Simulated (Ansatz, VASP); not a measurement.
Cu in VASP and in Ansatz

```xyz
2
Lattice="2.5341 0.0000 0.0000 -1.2671 2.1946 0.0000 0.0000 0.0000 4.1126" Properties=species:S:1:pos:R:3 pbc="T T T"
Cu    0.0000    1.4631    1.0281
Cu    1.2671    0.7315    3.0844
```

Alike in both runs: task relaxation of cell and atoms; functional PBEsol; dispersion D3(BJ); k mesh 15 × 15 × 8; no spin polarisation.

```csv
,VASP,Ansatz
version,VASP 6.6.1,Ansatz 0.2.0
potentials or method,"VASP PAW PBE potentials, release 64 (Cu)","plane waves, PAW"
plane-wave cutoff (eV),600,420
occupations,"fermi-dirac, width 0.1 eV",fermi-dirac
valence electrons in the cell,22,38
```

Ansatz gave:

```
relaxed volume (Å³/atom)                                     : 10.82
relaxed cell length with the largest relative difference (Å) : 4.079
```

Q: What did VASP give for the same quantities?

A: Relaxed volume (Å³/atom): 10.86; relaxed cell length with the largest relative difference (Å): 4.085.

VASP's potentials were made for PBE, not for PBEsol. VASP's potentials hold 22 valence electrons a cell and Ansatz's 38, so a difference there can come from the potentials and not from the codes. Ansatz's warnings: stress scf threshold loose.
